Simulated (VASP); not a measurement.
Wanted: the native input for a VASP 6.6.1 run.

| Property | Result |
| --- | --- |
| Task | single point |
| Functional | LDA |
| Potentials or basis | VASP PAW LDA potentials, release 64 (Ir) |
| Cutoff | 520 eV |
| k mesh | 12 × 12 × 12 |
| Occupations | fermi-dirac, width 0.05 eV |
| Spin | no spin polarisation |
| Dipole correction | no |
| Further INCAR settings | ALGO = Fast; EDIFF = 1e-06; NBANDS = 10 |

The structure of Ir lies in POSCAR:

```
Ir
1.0
    0.0000000000      1.9408081540      1.9408081540
    1.9408081540      0.0000000000      1.9408081540
    1.9408081540      1.9408081540      0.0000000000
Ir
1
Direct
    0.0000000000      0.0000000000      0.0000000000
```

This cell differs from its parent crystal: volume scaled by 1.04.

These files were run (other wordings do the same):

INCAR

```
PREC     = Accurate       # precision mode
ENCUT    = 520            # plane-wave cutoff, eV
EDIFF    = 1E-6           # SCF threshold, eV
ISMEAR   = -1             # smearing method
SIGMA    = 0.05           # smearing width, eV
LREAL    = F              # projectors in reciprocal space
LASPH    = T              # aspherical terms in the spheres
NELM     = 60             # most SCF steps
ALGO     = Fast           # electronic algorithm
ISIF     = 2              # what is computed and relaxed
LWAVE    = F              # write WAVECAR
LCHARG   = F              # write CHGCAR
GGA      = CA             # functional
NBANDS   = 10             # bands
```

KPOINTS

```
regular mesh
0
Gamma
  12 12 12
```

Potentials or basis: VASP PAW LDA potentials, release 64 (Ir).

Command:

```sh
$ cat potpaw_LDA.64/Ir/POTCAR > POTCAR
$ mpirun -np 1 vasp_std > vasp.out
```

Results of the run:

| Property | Result |
| --- | --- |
| Pressure | -17.9 GPa |

It took 10 s on 1 thread of Intel Xeon 6975P-C (shared host), peak memory 0.13 GiB.
